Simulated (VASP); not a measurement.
Set up this calculation in VASP 6.6.1, as the native input.

```
Task                   : single point
Functional             : PBE
Potentials or basis    : VASP PAW PBE potentials, release 64 (Li_sv, Cl)
Cutoff                 : 520 eV
k mesh                 : 8 × 8 × 8
Occupations            : gaussian, width 0.02 eV
Spin                   : no spin polarisation
Dipole correction      : no
Further INCAR settings : ALGO = Normal; EDIFF = 1e-07; NBANDS = 12
```

The structure of LiCl lies in POSCAR:

```
LiCl
1.0
    0.0000000000      2.6724769587      2.6724769587
    2.6724769587      0.0000000000      2.6724769587
    2.6724769587      2.6724769587      0.0000000000
Li Cl
1 1
Direct
    0.0000000000      0.0000000000      0.0000000000
    0.2500000000      0.2500000000      0.2500000000
```

This cell differs from its parent crystal: volume scaled by 0.91.

One way to write it, as run:

INCAR

```
SYSTEM = LiCl
PREC = Accurate
ENCUT = 520
EDIFF = 1E-7
ISMEAR = 0
SIGMA = 0.02
LREAL = .False.
LASPH = .True.
NELM = 60
ALGO = Normal
ISIF = 2
LWAVE = .False.
LCHARG = .False.
GGA = PE
NBANDS = 12
```

KPOINTS

```
regular mesh
0
Gamma
  8 8 8
  0 0 0
```

Potentials or basis: VASP PAW PBE potentials, release 64 (Li_sv, Cl).

The run is started by

```sh
$ cat potpaw_PBE.64/Li_sv/POTCAR potpaw_PBE.64/Cl/POTCAR > POTCAR
$ mpirun -np 1 vasp_std > vasp.out
```

It gave:

The band gap on the k mesh is 6.30 eV, direct.

Run time: 12 s on 1 thread of AMD EPYC 7R43 64-Core Processor (Zen 3) (shared host), peak memory 0.12 GiB.
